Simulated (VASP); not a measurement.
**CsGaB: relaxation of cell and atoms with PBE**

CsGaB:

```
CELL_PARAMETERS angstrom
3.97418 0.00000 0.00000
0.00000 3.97418 0.00000
0.00000 0.00000 5.96767
ATOMIC_POSITIONS crystal
Cs 0.50000 0.50000 0.50000
Ga 0.50000 0.50000 0.00000
B 0.00000 0.00000 0.50000
```

The cell was generated, and may not be a known phase.

```yaml
Program: VASP 6.6.1
Task: relaxation of cell and atoms
Functional: PBE
Potentials_or_basis: VASP PAW PBE potentials, release 64 (Cs_sv, Ga_d, B)
Cutoff: 600 eV
k_mesh: 4 × 4 × 4
Occupations: gaussian, width 0.1 eV
Spin: no spin polarisation
Dipole_correction: no
Further_INCAR_settings: ALGO = Fast; EDIFF = 1e-07; IBRION = 2; EDIFFG = -0.04; NSW = 90; ISIF = 3
```

* Relaxed volume: 40.31 Å³/atom
* Relaxed cell: a = 4.141 Å, b = 4.141 Å, c = 7.051 Å, α = 90.00°, β = 90.00°, γ = 90.00°
* Space group after relaxing (to 0.1 Å): P4/mmm (No. 123)
* Energy gained by relaxing: 95.1 meV/atom
* Ionic steps: 8
* Pressure after relaxing: 0.0 GPa
* Band gap on the k mesh: zero (an odd number of electrons rules out a gap without spin polarisation)

Step by step:
```csv
step,energy change (eV),largest force (eV/Å),pressure (GPa),volume (Å³)
1,0.0000,0.0000,3.02,94.25
2,-0.1898,0.0000,1.52,102.48
3,-0.2583,0.0000,0.80,109.63
4,-0.2730,0.0000,-0.05,124.54
5,-0.2809,0.0000,0.19,119.23
6,-0.2810,0.0000,0.25,118.21
7,-0.2844,0.0000,0.09,119.81
8,-0.2852,0.0000,-0.01,120.93
```

Final structure:
```
Cs Ga B
1.0
     4.14129    0.00000    0.00000
     0.00000    4.14129    0.00000
     0.00000    0.00000    7.05145
Cs Ga B
1 1 1
Direct
  0.50000 0.50000 0.50000
  0.50000 0.50000 0.00000
  0.00000 0.00000 0.50000
```

Levels at points of the mesh, in eV from the Fermi level:
```
           k point  band 8  band 9  band 10  band 11  band 12  band 13  band 14  band 15  band 16
(0.00, 0.00, 0.00)   -8.75   -8.75    -6.23    -5.46    -0.04     1.75     1.75     1.87     2.52
(0.50, 0.00, 0.00)   -9.02   -8.53    -5.50    -3.58    -0.80    -0.50    -0.28    -0.16     1.55
(0.50, 0.50, 0.00)   -9.59   -8.90    -5.60    -4.92     0.26     0.26     0.77     2.03     2.03
(0.00, 0.00, 0.50)   -8.75   -8.75    -5.73    -5.59    -0.35     0.61     1.77     1.77     2.55
(0.50, 0.00, 0.50)   -9.09   -8.53    -5.14    -3.57    -1.33    -0.88    -0.15     0.41     1.08
(0.50, 0.50, 0.50)   -9.59   -8.96    -5.60    -4.59     0.01     0.01     0.63     0.93     1.92
```

Run time: 6.3 min on 1 thread of AMD EPYC 7R43 64-Core Processor (Zen 3) (shared host), peak memory 0.2 GiB.

Caveat: the k points lie up to 0.38 Å⁻¹ apart in the final cell, too coarse for converged energies and pressures of a metal; the volume moved by over 15 % at a fixed basis, so the end points are rough; spin-orbit coupling is left out, which moves the levels of the heavy elements.
